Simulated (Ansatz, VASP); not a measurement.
**Two plane-wave programs on Au**

File POSCAR:

```
Au
1.0
    0.0000000000      1.9759728752      1.9759728752
    1.9759728752      0.0000000000      1.9759728752
    1.9759728752      1.9759728752      0.0000000000
Au
1
Direct
    0.0000000000      0.0000000000      0.0000000000
```

File INCAR.step1:

```
SYSTEM = Au
PREC = Accurate ; ENCUT = 520
ISMEAR = -1 ; SIGMA = 0.05
LREAL = .FALSE. ; LASPH = .TRUE.
NELM = 80 ; NBANDS = 12
GGA = PE ; ALGO = Normal
EDIFF = 1E-4 ; LWAVE = .TRUE.
LCHARG = .FALSE.
```

Contents of INCAR.step2:

```
SYSTEM = Au
PREC = Accurate ; ENCUT = 520
EDIFF = 1E-6 ; ISMEAR = -1
SIGMA = 0.05 ; LREAL = .FALSE.
LASPH = .TRUE. ; NELM = 80
ALGO = Normal ; ISIF = 2
LWAVE = .FALSE. ; LCHARG = .FALSE.
METAGGA = R2SCAN ; LMIXTAU = .TRUE.
NBANDS = 12 ; ISTART = 1
```

KPOINTS

```
regular mesh
0
G
  16 16 16
  0 0 0
```

Input for Ansatz:

```yaml
crystal:
  lattice:
    - [0.0, 1.9759728752, 1.9759728752]
    - [1.9759728752, 0.0, 1.9759728752]
    - [1.9759728752, 1.9759728752, 0.0]
  atoms:
    - { symbol: Au, position: [0.0, 0.0, 0.0] }
kpoints:
  mp_grid: { grid: [16, 16, 16] }
scf:
  occupations: { method: fermi_dirac, width: 0.05 }
hamiltonian:
  xc: r2scan
  pseudopotentials: { kind: paw }
output:
  forces: true
  stress: true
  eigenvalues: true
  populations: true
```

Change from the starting cell: volume scaled by 0.88, PAW files.

Alike in both runs: task single point; functional r2SCAN; k mesh 16 × 16 × 16; occupations fermi-dirac, width 0.05 eV; no spin polarisation.

```csv
,VASP,Ansatz
version,VASP 6.6.1,Ansatz 0.2.0
potentials or method,"VASP PAW PBE potentials, release 64 (Au)","PAW with Ansatz's default frozen-core files, scalar-relativistic"
plane-wave cutoff (eV),520,500
valence electrons in the cell,11,19
```

Ansatz gave:

| Property | Result |
| --- | --- |
| pressure (GPa) | 28.8 |

Task: What did VASP give for the same quantities?

Result: Pressure (GPa): 29.6.

VASP's potentials were made for PBE, not for r2SCAN. Both programs put the cell under a high pressure, so it lies far from rest at this level. VASP's potentials hold 11 valence electrons a cell and Ansatz's 19, so a difference there can come from the potentials and not from the codes.

Spin-orbit coupling is off throughout.
